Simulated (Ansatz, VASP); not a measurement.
# One calculation of Pd2PtS6, two programs

```
Pd Pt S
1.0
     3.08566    1.78151    6.28468
    -3.08566    1.78151    6.28468
     0.00000   -3.56302    6.28468
Pd Pt S
2 1 6
Direct
  0.33335 0.33335 0.33335
  0.66665 0.66665 0.66665
  0.00000 0.00000 0.00000
  0.06547 0.73251 0.39861
  0.39861 0.06547 0.73251
  0.73251 0.39861 0.06547
  0.93453 0.26749 0.60139
  0.26749 0.60139 0.93453
  0.60139 0.93453 0.26749
```

Alike in both runs: task single point; functional LDA; k mesh 6 × 6 × 6; occupations gaussian, width 0.02 eV; no spin polarisation.

|  | VASP | Ansatz |
| --- | --- | --- |
| version | VASP 6.6.1 | Ansatz 0.2.0 |
| potentials or method | VASP PAW LDA potentials, release 64 (Pd, Pt, S), cutoff 520 eV | scalar-relativistic, plane waves, PAW |
| valence electrons in the cell | 66 | 90 |

```csv
,VASP,Ansatz,Ansatz less VASP
gap on the k mesh at the Fermi level (eV),0.94,0.93,-0.001
least direct gap on the mesh (eV),1.09,1.09,-0.002
pressure (GPa),-5.8,-5.7,+0.08
"traceless stress, the component that is largest in VASP (GPa)",1.16,1.16,-0.008
rms of the force components (eV/Å),0.284,0.283,-0.0013
```

LDA's correlation is that of Perdew and Zunger in VASP and of Perdew and Wang (1992) in Ansatz. Atom by atom the forces differ by 0.002 eV/Å (rms over components). VASP's potentials hold 66 valence electrons a cell and Ansatz's 90, so a difference there can come from the potentials and not from the codes.

Neither program's run includes spin-orbit coupling.
